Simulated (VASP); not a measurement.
# Zn (Cmcm) in VASP: further runs

Runs on Zn. Level: PBEsol. Tasks: single point.

Program: VASP 6.6.1. These are calculated values, not measurements. Logs are shortened: lines on timing, memory, paths and dates and some standing lists are left out, and cuts for length are marked.

### 1 The cell of the first run

Symmetry: Cmcm, No. 63, orthorhombic system. Conventional cell: a = 2.665 Å, b = 4.616 Å, c = 4.947 Å, α = 90.00°, β = 90.00°, γ = 90.00°. Within 3.5 Å of Zn (site symmetry m2m) lie 12 Zn at 2.66 to 2.99 Å.

### 2 Single point, PBEsol (atom 1 (Zn) moved by (-0.150, +0.000) A along y and z)

Contents of INCAR:

```
SYSTEM = Zn
ALGO = Normal
EDIFF = 1E-6
ENCUT = 500
GGA = PS
GGA_COMPAT = .False.
ISIF = 2
ISMEAR = 0
LASPH = .True.
LCHARG = .True.
LELF = .True.
LREAL = .False.
LVHAR = .True.
LWAVE = .False.
NBANDS = 19
NELM = 120
PREC = Accurate
SIGMA = 0.15
```

Contents of KPOINTS:

```
k-points
0
Gamma
  24 24 10
  0 0 0
```

Contents of POSCAR:

```
Zn
1.0
    2.6647980532      0.0000000000      0.0000000000
   -1.3323990266      2.3077828100      0.0000000000
    0.0000000000      0.0000000000      4.9467000000
Zn
2
Direct
    0.3008346079      0.6016692157      0.2500000000
    0.6666666667      0.3333333333      0.7500000000
```

Potentials or basis: VASP PAW PBE potentials, release 64 (Zn).

Command:

```console
cat potpaw_PBE.64/Zn/POTCAR > POTCAR
mpirun -np 1 vasp_std > vasp.out
```

OUTCAR:

```text
SYSTEM = Zn
   EDIFF = 1E-6
   ENCUT = 500
   GGA = PS
   ISIF = 2
   ISMEAR = 0
   LASPH = .True.
   LREAL = .False.
   NELM = 120
   PREC = Accurate

 ion  position               nearest neighbor table
   1  0.301  0.602  0.250-   2 2.88   2 2.88   2 2.88   2 2.88   2 2.99   2 2.99
   2  0.667  0.333  0.750-   1 2.88   1 2.88   1 2.88   1 2.88   1 2.99   1 2.99

  LATTYP: Found a hexagonal cell.
 ALAT       =     2.6647980532
 C/A-ratio  =     1.8563132745

  Lattice vectors:

 A1 = (   2.6647980532,   0.0000000000,   0.0000000000)
 A2 = (  -1.3323990266,   2.3077828100,   0.0000000000)
 A3 = (   0.0000000000,   0.0000000000,   4.9467000000)

Analysis of symmetry for initial positions (statically):
=====================================================================
 Subroutine PRICEL returns:
 Original cell was already a primitive cell.

 Routine SETGRP: Setting up the symmetry group for a
 hexagonal supercell.

 Subroutine GETGRP returns: Found  8 space group operations
 (whereof  2 operations were pure point group operations)
 out of a pool of 24 trial point group operations.

The static configuration has the point symmetry C_1h.
 The point group associated with its full space group is D_2h.

Analysis of symmetry for dynamics (positions and initial velocities):
=====================================================================
 Subroutine PRICEL returns:
 Original cell was already a primitive cell.

 Routine SETGRP: Setting up the symmetry group for a
 hexagonal supercell.

 Subroutine GETGRP returns: Found  8 space group operations
 (whereof  2 operations were pure point group operations)
 out of a pool of 24 trial point group operations.

The dynamic configuration has the point symmetry C_1h.
 The point group associated with its full space group is D_2h.

 Subroutine INISYM returns: Found  8 space group operations
 (whereof  2 operations are pure point group operations),
 and found     1 'primitive' translations

----------------------------------------------------------------------------------------

                                     Primitive cell

  volume of cell :      30.4211

  direct lattice vectors                    reciprocal lattice vectors
     2.664798053  0.000000000  0.000000000     0.375262958  0.216658170  0.000000000
    -1.332399027  2.307782810  0.000000000     0.000000000  0.433316340  0.000000000
     0.000000000  0.000000000  4.946700000     0.000000000  0.000000000  0.202154972

  length of vectors
[... 81 lines left out ...]
   NELM   =    120;   NELMIN=  2; NELMDL= -5     # of ELM steps
   EDIFF  = 0.1E-05   stopping-criterion for ELM
   LREAL  =      F    real-space projection
   EDIFFG = 0.1E-04   stopping-criterion for IOM
   NSW    =      0    number of steps for IOM
   IBRION =     -1    ionic relax: 0-MD 1-quasi-New 2-CG
   NFREE  =      0    steps in history (QN), initial steepest desc. (CG)
   ISIF   =      2    stress and relaxation
   ISYM   =      2    0-nonsym 1-usesym 2-fastsym
   POTIM  = 0.5000    time-step for ionic-motion
   TEBEG  =    0.0;   TEEND  =   0.0 temperature during run
   PSTRESS=    0.0 pullay stress
   NELECT =      24.0000    total number of electrons
   NUPDOWN=      -1.0000    fix difference up-down
   EMIN   =  10.00;   EMAX   =-10.00  energy-range for DOS
   EFERMI =   0.00;   METHOD = LEGACY
   ISMEAR =     0;   SIGMA  =   0.15  broadening in eV -4-tet -1-fermi 0-gaus
   EFERMI_NEDOS =   21; number of points for ismear=-14 and -15
   IALGO  =     38    algorithm
   IMIX   =      4    mixing-type and parameters
     AMIX     =   0.40;   BMIX     =  1.00
     AMIX_MAG =   1.60;   BMIX_MAG =  1.00
  volume/ion in A,a.u.               =      15.21       102.65
  Fermi-wavevector in a.u.,A,eV,Ry     =   1.512703  2.858594 31.133805  2.288270
  Thomas-Fermi vector in A             =   2.622592
   LORBIT       =      0    0 simple, 1 ext, 2 COOP (PROOUT), +10 PAW based schemes
   GGA     = PS    functional components
   LHFCALC =     F    Hartree Fock is set to
   AEXX    =    0.0000 exact exchange contribution
   IVDW    =     0    specifies the selected vdW correction
   LEPSILON=     F    determine dielectric tensor
   LRPA    =     F    only Hartree local field effects (RPA)
 non-spin polarized calculation
 Gauss-broadening in eV      SIGMA  =   0.15
  energy-cutoff  :      500.00
  volume of cell :       30.42
 maximum number of plane-waves:       798
   NGX =  9   NGY =  9   NGZ = 19

 number of electron      23.9999975 magnetization

 Free energy of the ion-electron system (eV)
  ---------------------------------------------------
  ext. energy  EPLUGINS =         0.00000000
  ---------------------------------------------------
  free energy    TOTEN  =        -3.13546449 eV

  energy without entropy =       -3.13147538  energy(sigma->0) =       -3.13346993

 E-fermi :   2.9425     XC(G=0): -11.6996

 val. band max:        2.9406520058   @ k =   0.2917   0.0417   0.0000
 cond. band min:       2.9434262334   @ k =  -0.2917   0.2083   0.1000
 fundamental gap:      0.0027742276
 Fermi energy:         2.9425323523

 k-point     1 :       0.0000    0.0000    0.0000
  band No.  band energies     occupation
      1      -7.4767      2.00000
      2      -5.6463      2.00000
      3      -4.9538      2.00000
      4      -4.7205      2.00000
      5      -4.7006      2.00000
      6      -4.6670      2.00000
[... 505 lines left out ...]
      6      -4.5370      2.00000
[... 11 lines left out ...]
     18      16.8282      0.00000
     19      18.7384      0.00000

 [... further k-points ...]

------------------------ aborting loop because EDIFF is reached ----------------------------------------

  FORCE on cell =-STRESS in cart. coord.  units (eV):
  Direction    XX          YY          ZZ          XY          YZ          ZX
  --------------------------------------------------------------------------------------
  -------------------------------------------------------------------------------------
  Total       -1.1858381     -1.0494223     -0.5652923      0.0000000     -0.0000000      0.0000000
  in kB      -62.4541293    -55.2695683    -29.7720561      0.0000000     -0.0000000      0.0000000
  external PRESSURE =     -49.1652512 kB  Pullay stress =       0.0000000 kB

 VOLUME and BASIS-vectors are now :
 -----------------------------------------------------------------------------
  energy-cutoff  :      500.00
  volume of cell :       30.42
      direct lattice vectors                 reciprocal lattice vectors
     2.664798053  0.000000000  0.000000000     0.375262958  0.216658170  0.000000000
    -1.332399027  2.307782810  0.000000000     0.000000000  0.433316340  0.000000000
     0.000000000  0.000000000  4.946700000     0.000000000  0.000000000  0.202154972

 POSITION                                       TOTAL-FORCE (eV/Angst)
 -----------------------------------------------------------------------------------
      0.00000      1.38852      1.23667         0.000000      0.062504      0.000000
      1.33240      0.76926      3.71002        -0.000000     -0.062504     -0.000000
 -----------------------------------------------------------------------------------
    total drift:                                0.000001     -0.000102     -0.000000

  FREE ENERGIE OF THE ION-ELECTRON SYSTEM (eV)
  ---------------------------------------------------
  free  energy   TOTEN  =        -3.1354644852 eV

  energy  without entropy=       -3.1314753815  energy(sigma->0) =       -3.13346993
```

OSZICAR:

```text
N       E                     dE             d eps       ncg     rms          rms(c)
DAV:   1     0.110825527203E+03    0.11083E+03   -0.12030E+04 36932   0.194E+03
DAV:   2     0.157283021355E+01   -0.10925E+03   -0.10556E+03 36084   0.291E+02
DAV:   3    -0.339691911962E+01   -0.49697E+01   -0.49502E+01 39789   0.687E+01
DAV:   4    -0.342596280627E+01   -0.29044E-01   -0.29036E-01 38909   0.543E+00
DAV:   5    -0.342599967903E+01   -0.36873E-04   -0.36873E-04 39008   0.175E-01    0.412E+00
DAV:   6    -0.315476619595E+01    0.27123E+00   -0.10925E+00 39573   0.221E+01    0.302E+00
DAV:   7    -0.314200438041E+01    0.12762E-01   -0.38507E-02 45832   0.336E+00    0.159E+00
DAV:   8    -0.313549455022E+01    0.65098E-02   -0.20684E-03 48457   0.644E-01    0.528E-02
DAV:   9    -0.313546010006E+01    0.34450E-04   -0.23182E-04 48251   0.201E-01    0.363E-02
DAV:  10    -0.313546468915E+01   -0.45891E-05   -0.20365E-05 37159   0.380E-02    0.304E-03
DAV:  11    -0.313546448523E+01    0.20392E-06   -0.59946E-07 21274   0.136E-02
   1 F= -.31354645E+01 E0= -.31334699E+01  d E =-.398910E-02
```

stdout:

```text
POSCAR found type information on POSCAR Zn
 POSCAR found :  1 types and       2 ions
 scaLAPACK will be used
 -----------------------------------------------------------------------------
|                                                                             |
|                                                                             |
|     You enforced a specific xc type in the INCAR file but a different       |
|     I HOPE YOU KNOW WHAT YOU ARE DOING!                                     |
|                                                                             |
 -----------------------------------------------------------------------------

 LDA part: xc-table for (Slater+PW92), standard interpolation
 POSCAR, INCAR and KPOINTS ok, starting setup
 FFT: planning ... GRIDC
 FFT: planning ... GRID_SOFT
 FFT: planning ... GRID
 WAVECAR not read
 entering main loop
```

It took 4.1 min on 1 thread of Oxide Virtual Turin-like, shared host; peak memory 0.45 GiB.

What came out:

| Quantity | Value |
| --- | --- |
| Free energy | -3.1355 eV |
| Pressure | -4.9 GPa |
| Largest force | 0.063 eV/Å |
| Band gap on the k mesh | zero (bands 12 and 13 overlap by 4.50 eV) |

Forces in eV/Å, atoms in the order of the input:
```
Zn   0.000  0.063  0.000
Zn   0.000 -0.063  0.000
```

Caveat: the cell differs from its parent crystal (atom 1 (Zn) moved by (-0.150, +0.000) A along y and z); the cell stands under tension; the PAW data sets were made with another functional, which shifts forces and pressure a little.

### 3 Single point, PBEsol (atom 1 (Zn) moved by (+0.150, +0.000) A along y and z)

Contents of INCAR:

```
PREC = Accurate ; ENCUT = 500
EDIFF = 1E-6 ; ISMEAR = 0
SIGMA = 0.15 ; LREAL = F
LASPH = T ; NELM = 120
ALGO = Normal ; ISIF = 2
LWAVE = F ; LCHARG = F
GGA = PS ; NBANDS = 19
GGA_COMPAT = F
```

Contents of KPOINTS:

```
Automatic mesh
0
Gamma
  24 24 10
```

Changes to POSCAR since step 2:

```diff
@@ -8,3 +8,3 @@
 Direct
-    0.3008346079      0.6016692157      0.2500000000
+    0.3658320588      0.7316641176      0.2500000000
     0.6666666667      0.3333333333      0.7500000000
```

Potentials or basis: VASP PAW PBE potentials, release 64 (Zn).

Command:

```console
cat potpaw_PBE.64/Zn/POTCAR > POTCAR
mpirun -np 1 vasp_std > vasp.out
```

Wall time 4.7 min (1 thread of Oxide Virtual Turin-like, shared host); peak memory 0.45 GiB.

It converged, with:

| Item | Value |
| --- | --- |
| Free energy | -3.1342 eV |
| Pressure | -4.9 GPa |
| Largest force | 0.087 eV/Å |
| Band gap on the k mesh | zero (bands 12 and 13 overlap by 4.49 eV) |

Forces on the atoms (eV/Å):
```
Zn   0.000 -0.087  0.000
Zn   0.000  0.087  0.000
```

Stress tensor (GPa, compression positive):
```
-5.65  0.00  0.00
 0.00 -6.16  0.00
 0.00  0.00 -2.92
```

Levels at points of the mesh, in eV from the Fermi level:
| k point | band 10 | band 11 | band 12 | band 13 | band 14 | band 15 |
| --- | --- | --- | --- | --- | --- | --- |
| (0.00, 0.00, 0.00) | -7.11 | -7.04 | -3.66 | -3.04 | 13.60 | 17.14 |
| (0.50, 0.00, 0.00) | -6.87 | -2.91 | -2.11 | 2.46 | 3.33 | 4.20 |
| (0.00, 0.50, 0.00) | -6.86 | -2.75 | -2.32 | 2.89 | 3.79 | 3.92 |
| (0.00, 0.00, 0.50) | -7.16 | -7.15 | -7.15 | 4.57 | 4.57 | 18.66 |
| (0.50, 0.00, 0.50) | -6.88 | -1.83 | -1.83 | 0.03 | 0.03 | 10.22 |
| (0.00, 0.50, 0.50) | -6.88 | -1.97 | -1.97 | 0.21 | 0.21 | 9.92 |

Caveat: the cell differs from its parent crystal (atom 1 (Zn) moved by (+0.150, +0.000) A along y and z); the cell stands under tension; the PAW data sets were made with another functional, which shifts forces and pressure a little.
